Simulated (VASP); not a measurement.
Write the native input for VASP 6.6.1 that does the following.

| Property | Result |
| --- | --- |
| Task | single point |
| Functional | PBE |
| Potentials or basis | VASP PAW PBE potentials, release 64 (B, P) |
| Cutoff | 520 eV |
| k mesh | 6 × 6 × 6 |
| Occupations | gaussian, width 0.1 eV |
| Spin | no spin polarisation |
| Dipole correction | no |
| Further INCAR settings | ALGO = Normal; EDIFF = 1e-06; NBANDS = 22 |

The structure of BP2 lies in POSCAR:

```
BP2
1.0
   -2.2203349016      2.2203349016      4.0135060846
    2.2203349016     -2.2203349016      4.0135060846
    2.2203349016      2.2203349016     -4.0135060846
B P
2 4
Direct
    0.0000000000      0.0000000000      0.0000000000
    0.7500000000      0.2500000000      0.5000000000
    0.3750000000      0.4093875128      0.5343875128
    0.5906124872      0.1250000000     -0.0343875128
    0.8750000000      0.8406124872      0.4656124872
    0.1593875128      0.6250000000      1.0343875128
```

One way to write it, as run:

INCAR

```
ALGO     = Normal         # electronic algorithm
EDIFF    = 1E-6           # SCF threshold, eV
ENCUT    = 520            # plane-wave cutoff, eV
GGA      = PE             # functional
ISIF     = 2              # what is computed and relaxed
ISMEAR   = 0              # smearing method
LASPH    = True           # aspherical terms in the spheres
LCHARG   = False          # write CHGCAR
LREAL    = False          # projectors in reciprocal space
LWAVE    = False          # write WAVECAR
NBANDS   = 22             # bands
NELM     = 100            # most SCF steps
PREC     = Accurate       # precision mode
SIGMA    = 0.1            # smearing width, eV
```

KPOINTS

```
k-points
0
Gamma
  6 6 6
```

Potentials or basis: VASP PAW PBE potentials, release 64 (B, P).

Launch:

```console
$ cat potpaw_PBE.64/B/POTCAR potpaw_PBE.64/P/POTCAR > POTCAR
$ mpirun -np 1 vasp_std > vasp.out
```

Results of the run:

```json
{
  "Pressure": "-0.2 GPa",
  "Largest force": "0.012 eV/Å",
  "Band gap on the k mesh": "zero (band 13 reaches 8.40 eV, above the bottom of band 14 at 7.09 eV)"
}
```

Wall time 24 s on 1 thread of Intel(R) Xeon(R) 6975P-C (Granite Rapids), on a shared host, peak memory 0.23 GiB.
